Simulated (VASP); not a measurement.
# LiGeH3 (Pm-3m) in VASP: further runs, part 2 of 2

VASP 6.6.1. The steps go on from the part before.

### 3 Single point, PBE

This run uses another cell than the first one, of 11.26 Å³/atom, 1.156 times its volume.

Contents of INCAR:

```
PREC = Accurate ; ENCUT = 520
EDIFF = 1E-7 ; ISMEAR = 0
SIGMA = 0.1 ; LREAL = False
LASPH = True ; NELM = 80
ALGO = Normal ; ISIF = 2
LWAVE = False ; LCHARG = True
GGA = PE ; LELF = True
LVHAR = True ; NBANDS = 18
```

Contents of KPOINTS:

```
regular mesh
0
Gamma
  6 6 6
```

Contents of POSCAR:

```
LiGeH3
1.0
    3.8323763647      0.0000000000      0.0000000000
    0.0000000000      3.8323763647      0.0000000000
    0.0000000000      0.0000000000      3.8323763647
Li Ge H
1 1 3
Direct
    0.0000000000      0.0000000000      0.0000000000
    0.5000000000      0.5000000000      0.5000000000
    0.0000000000      0.5000000000      0.5000000000
    0.5000000000      0.5000000000      0.0000000000
    0.5000000000      0.0000000000      0.5000000000
```

Potentials or basis: VASP PAW PBE potentials, release 64 (Li_sv, Ge_d, H).

On the command line:

```
$ cat potpaw_PBE.64/Li_sv/POTCAR potpaw_PBE.64/Ge_d/POTCAR potpaw_PBE.64/H/POTCAR > POTCAR
$ mpirun -np 1 vasp_std > vasp.out
```

OUTCAR:

```text
PREC = Accurate
   ENCUT = 520
   EDIFF = 1E-7
   ISMEAR = 0
   LREAL = False
   LASPH = True
   NELM = 80
   ISIF = 2
   GGA = PE

 ion  position               nearest neighbor table
   1  0.000  0.000  0.000-
   2  0.500  0.500  0.500-
   3  0.000  0.500  0.500-
   4  0.500  0.500  0.000-
   5  0.500  0.000  0.500-

  LATTYP: Found a simple cubic cell.
 ALAT       =     3.8323763647

  Lattice vectors:
[... 609 lines left out ...]

  FORCE on cell =-STRESS in cart. coord.  units (eV):
  Direction    XX          YY          ZZ          XY          YZ          ZX
  --------------------------------------------------------------------------------------
  -------------------------------------------------------------------------------------
  Total        0.0585471      0.0585471      0.0585471      0.0000000      0.0000000     -0.0000000
  in kB        1.6665231      1.6665231      1.6665231      0.0000000      0.0000000     -0.0000000
  external PRESSURE =       1.6665231 kB  Pullay stress =       0.0000000 kB

 VOLUME and BASIS-vectors are now :
 -----------------------------------------------------------------------------
  energy-cutoff  :      520.00
  volume of cell :       56.29
      direct lattice vectors                 reciprocal lattice vectors
     3.832376365  0.000000000  0.000000000     0.260934706  0.000000000  0.000000000
     0.000000000  3.832376365  0.000000000     0.000000000  0.260934706  0.000000000
     0.000000000  0.000000000  3.832376365     0.000000000  0.000000000  0.260934706

 POSITION                                       TOTAL-FORCE (eV/Angst)
 -----------------------------------------------------------------------------------
      0.00000      0.00000      0.00000         0.000000      0.000000      0.000000
      1.91619      1.91619      1.91619         0.000000      0.000000      0.000000
      0.00000      1.91619      1.91619         0.000000      0.000000      0.000000
      1.91619      1.91619      0.00000         0.000000      0.000000      0.000000
      1.91619      0.00000      1.91619         0.000000      0.000000      0.000000
 -----------------------------------------------------------------------------------
    total drift:                                0.000000      0.000000      0.000000

  FREE ENERGIE OF THE ION-ELECTRON SYSTEM (eV)
  ---------------------------------------------------
  free  energy   TOTEN  =       -15.2515438589 eV

  energy  without entropy=      -15.2457590227  energy(sigma->0) =      -15.24865144
```

OSZICAR:

```text
N       E                     dE             d eps       ncg     rms          rms(c)
DAV:   1     0.107336516480E+03    0.10734E+03   -0.95241E+03   790   0.195E+03
DAV:   2    -0.601298569484E+00   -0.10794E+03   -0.10342E+03   808   0.437E+02
DAV:   3    -0.153371839521E+02   -0.14736E+02   -0.14644E+02   852   0.955E+01
DAV:   4    -0.158563682956E+02   -0.51918E+00   -0.51873E+00   912   0.190E+01
DAV:   5    -0.158764223343E+02   -0.20054E-01   -0.20051E-01   962   0.350E+00    0.444E+00
DAV:   6    -0.154158321440E+02    0.46059E+00   -0.24279E-01   942   0.311E+00    0.228E+00
DAV:   7    -0.152509916335E+02    0.16484E+00   -0.34817E-01   922   0.256E+00    0.469E-01
DAV:   8    -0.152537676046E+02   -0.27760E-02   -0.40241E-02   980   0.180E+00    0.256E-01
DAV:   9    -0.152514439185E+02    0.23237E-02   -0.47522E-03  1106   0.728E-01    0.625E-02
DAV:  10    -0.152515407122E+02   -0.96794E-04   -0.71868E-04   886   0.268E-01    0.200E-02
DAV:  11    -0.152515494624E+02   -0.87501E-05   -0.26048E-05   974   0.685E-02    0.165E-02
DAV:  12    -0.152515437506E+02    0.57118E-05   -0.14400E-05   860   0.202E-02    0.413E-03
DAV:  13    -0.152515437797E+02   -0.29062E-07   -0.16301E-06   890   0.100E-02    0.133E-03
DAV:  14    -0.152515438589E+02   -0.79215E-07   -0.89617E-08   574   0.188E-03
   1 F= -.15251544E+02 E0= -.15248651E+02  d E =-.578484E-02
```

Wall time 32 s (1 thread of AMD EPYC 7R13, shared host); peak memory 0.15 GiB.

What came out:

* Free energy: -15.2515 eV
* Band gap on the k mesh: zero (band 10 reaches 3.91 eV, above the bottom of band 11 at 2.89 eV)

Caveat: the cutoff is under 1.25 times the usual one of these potentials, so pressure, stress and relaxed cells hold a basis-set (Pulay) error.

### 4 Relaxation of cell and atoms, PBE

Contents of INCAR:

```
  PREC = Accurate
  ENCUT = 600
  EDIFF = 1E-6
  ISMEAR = 0
  SIGMA = 0.1
  LREAL = F
  LASPH = T
  NELM = 60
  ALGO = Normal
  ISIF = 3
  LWAVE = F
  LCHARG = F
  GGA = PE
  IBRION = 2
  NSW = 90
  EDIFFG = -0.04
```

KPOINTS is that of step 3.

Changes to POSCAR since step 3:

```diff
@@ -2,5 +2,5 @@
 1.0
-    3.8323763647      0.0000000000      0.0000000000
-    0.0000000000      3.8323763647      0.0000000000
-    0.0000000000      0.0000000000      3.8323763647
+    3.6520043600      0.0000000000      0.0000000000
+    0.0000000000      3.6520043600      0.0000000000
+    0.0000000000      0.0000000000      3.6520043600
 Li Ge H
```

On the command line:

```
$ cat potpaw_PBE.64/Li_sv/POTCAR potpaw_PBE.64/Ge_d/POTCAR potpaw_PBE.64/H/POTCAR > POTCAR
$ mpirun -np 1 vasp_std > vasp.out
```

Wall time 61 s (1 thread of AMD EPYC 7R13, shared host); peak memory 0.15 GiB.

It converged, with:

```yaml
Free_energy: -15.2482 eV
Relaxed_volume: 11.33 Å³/atom
Relaxed_cell: a = 3.840 Å, b = 3.840 Å, c = 3.840 Å, α = 90.00°, β = 90.00°, γ = 90.00°
Space_group_after_relaxing_to_0.05_Å: Pm-3m (No. 221)
Energy_gained_by_relaxing: 32.1 meV/atom
Ionic_steps: 3
Pressure_after_relaxing: 0.0 GPa
Band_gap_on_the_k_mesh: zero (band 10 reaches 3.87 eV, above the bottom of band 11 at 2.86 eV)
```

The path:
| step | energy change (eV) | largest force (eV/Å) | pressure (GPa) | volume (Å³) |
| --- | --- | --- | --- | --- |
| 1 | 0.0000 | 0.0000 | 7.26 | 48.71 |
| 2 | -0.1084 | 0.0000 | 4.00 | 51.89 |
| 3 | -0.1606 | 0.0000 | 0.00 | 56.63 |

Final structure:
```
Li Ge H
1.0
     3.84022    0.00000    0.00000
     0.00000    3.84022    0.00000
     0.00000    0.00000    3.84022
Li Ge H
1 1 3
Direct
  0.00000 0.00000 0.00000
  0.50000 0.50000 0.50000
  0.00000 0.50000 0.50000
  0.50000 0.50000 0.00000
  0.50000 0.00000 0.50000
```

Levels at points of the mesh, in eV from the Fermi level:
```csv
k point,band 6,band 7,band 8,band 9,band 10,band 11,band 12,band 13,band 14
"(0.00, 0.00, 0.00)",-24.92,-11.89,-2.81,-2.81,-0.40,-0.40,-0.40,1.53,7.89
"(0.50, 0.00, 0.00)",-24.92,-10.81,-7.14,-2.49,0.61,0.61,1.23,3.43,4.76
"(0.50, 0.50, 0.00)",-24.92,-9.48,-6.66,-6.66,0.15,0.31,1.34,4.39,4.39
"(0.50, 0.50, 0.50)",-24.92,-7.69,-6.10,-6.10,-6.10,0.75,0.75,0.75,4.55
```

Caveat: the cutoff is under 1.25 times the usual one of these potentials, so pressure, stress and relaxed cells hold a basis-set (Pulay) error; the volume moved by over 15 % at a fixed basis, so the end points are rough.

### 5 The runs side by side

| task | cell | cutoff (eV) | gap on the mesh (eV) |
| --- | --- | --- | --- |
| single point | a = 3.652 Å, 5 atoms | 520 | none |
| single point | a = 3.832 Å, 5 atoms | 520 | none |
| relaxation of cell and atoms | relaxed from a = 3.652 Å, 5 atoms | 600 | none |

Alike in all rows: level PBE; potentials or basis VASP PAW PBE potentials, release 64 (Li_sv, Ge_d, H); no spin polarisation; k mesh 6 × 6 × 6; smearing gaussian 0.1 eV.

Caveats: the cutoff is under 1.25 times the usual one of these potentials, so pressure, stress and relaxed cells hold a basis-set (Pulay) error; the volume moved by over 15 % at a fixed basis, so the end points are rough (some runs).

Total energies depend on the potentials used, so only differences within one code and one set of settings carry meaning.
